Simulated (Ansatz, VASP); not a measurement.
Two plane-wave programs on PbS

```
Pb S
1.0
     0.00000    3.00948    2.87605
     3.00948    0.00000    2.87605
     3.00948    3.00948    0.00000
Pb S
1 1
Direct
  0.00000 0.00000 0.00000
  0.50000 0.50000 0.50000
```

Change from the starting cell: strain +0.015 along x and y, -0.030 along z, atoms carried along.

Alike in both runs: task single point; functional r2SCAN; k mesh 8 × 8 × 8; occupations gaussian, width 0.05 eV; no spin polarisation.

|  | VASP | Ansatz |
| --- | --- | --- |
| version | VASP 6.6.1 | Ansatz 0.2.0 |
| potentials or method | VASP PAW PBE potentials, release 64 (Pb_d, S), cutoff 520 eV | scalar-relativistic, plane waves, PAW |
| valence electrons in the cell | 20 | 20 |

|  | VASP | Ansatz | Ansatz less VASP |
| --- | --- | --- | --- |
| gap on the k mesh at the Fermi level (eV) | 0.55 | 0.54 | -0.010 |
| least direct gap on the mesh (eV) | 0.55 | 0.54 | -0.010 |
| pressure (GPa) | 1.7 | 1.8 | +0.02 |
| traceless stress, the component that is largest in VASP (GPa) | 4.46 | 4.44 | -0.016 |

VASP's potentials were made for PBE, not for r2SCAN.

Spin-orbit coupling is off throughout.
